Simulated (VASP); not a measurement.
**CsGa: single point with PBE**

Crystal: CsGa.

```xyz
2
Lattice="4.4365 0.0000 0.0000 0.0000 4.4365 0.0000 0.0000 0.0000 4.4365" Properties=species:S:1:pos:R:3 pbc="T T T"
Cs    0.0000    0.0000    0.0000
Ga    2.2182    2.2182    2.2182
```

```
Program                : VASP 6.6.1
Task                   : single point
Functional             : PBE
Potentials or basis    : VASP PAW PBE potentials, release 64 (Cs_sv, Ga_d)
Cutoff                 : 520 eV
k mesh                 : 4 × 4 × 4
Occupations            : gaussian, width 0.1 eV
Spin                   : no spin polarisation
Dipole correction      : no
Further INCAR settings : ALGO = Fast; EDIFF = 1e-06; NBANDS = 18
```

| Item | Value |
| --- | --- |
| Pressure | 0.2 GPa |
| Band gap on the k mesh | zero (bands 11 and 12 overlap by 2.76 eV) |

Levels at points of the mesh, in eV from the Fermi level:
| k point | band 9 | band 10 | band 11 | band 12 | band 13 | band 14 |
| --- | --- | --- | --- | --- | --- | --- |
| (0.00, 0.00, 0.00) | -9.12 | -6.16 | 1.94 | 1.94 | 2.18 | 2.18 |
| (0.50, 0.00, 0.00) | -9.05 | -5.08 | -1.38 | 1.50 | 1.50 | 2.85 |
| (0.50, 0.50, 0.00) | -9.00 | -5.36 | 0.28 | 0.28 | 2.16 | 2.61 |
| (0.50, 0.50, 0.50) | -9.46 | -4.76 | -0.81 | -0.81 | -0.81 | 5.75 |

It took 28 s on 1 thread of Oxide Virtual Turin-like Processor, on a shared host, peak memory 0.17 GiB.

Caveat: spin-orbit coupling is left out, which moves the levels of the heavy elements.
